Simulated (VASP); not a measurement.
Wanted: the native input for a VASP 6.6.1 run.

```
Task                   : relaxation of cell and atoms
Functional             : PBE
Potentials or basis    : VASP PAW PBE potentials, release 64 (Yb)
Cutoff                 : 600 eV
k mesh                 : 13 × 13 × 13
Occupations            : fermi-dirac, width 0.05 eV
Spin                   : no spin polarisation
Dipole correction      : no
Further INCAR settings : ALGO = Normal; EDIFF = 1e-06; IBRION = 2; EDIFFG = -0.005; NSW = 60; ISIF = 3
```

The structure of Yb lies in POSCAR:

```
Yb
1.0
    0.0000000000      2.6115853807      2.6115853807
    2.6115853807      0.0000000000      2.6115853807
    2.6115853807      2.6115853807      0.0000000000
Yb
1
Direct
    0.0000000000      0.0000000000      0.0000000000
```

The input as run:

INCAR

```
  ALGO = Normal
  EDIFF = 1E-6
  EDIFFG = -0.005
  ENCUT = 600
  GGA = PE
  IBRION = 2
  ISIF = 3
  ISMEAR = -1
  LASPH = T
  LCHARG = F
  LREAL = F
  LWAVE = F
  NELM = 60
  NSW = 60
  PREC = Accurate
  SIGMA = 0.05
```

KPOINTS

```
k-points
0
Gamma
  13 13 13
```

Potentials or basis: VASP PAW PBE potentials, release 64 (Yb).

The run is started by

```console
$ cat potpaw_PBE.64/Yb/POTCAR > POTCAR
$ mpirun -np 1 vasp_std > vasp.out
```

It gave:

- Relaxed volume: 35.25 Å³/atom
- Relaxed cell: a = 3.680 Å, b = 3.680 Å, c = 3.680 Å, α = 60.00°, β = 60.00°, γ = 60.00°
- Space group after relaxing (to 0.1 Å): Fm-3m (No. 225)
- Energy gained by relaxing: 0.2 meV/atom
- Ionic steps: 6
- Pressure after relaxing: 0.0 GPa

Wall time 10 min on 1 thread of Intel(R) Xeon(R) Platinum 8259CL CPU @ 2.50GHz (Skylake/Cascade Lake), on a shared host, peak memory 0.23 GiB.
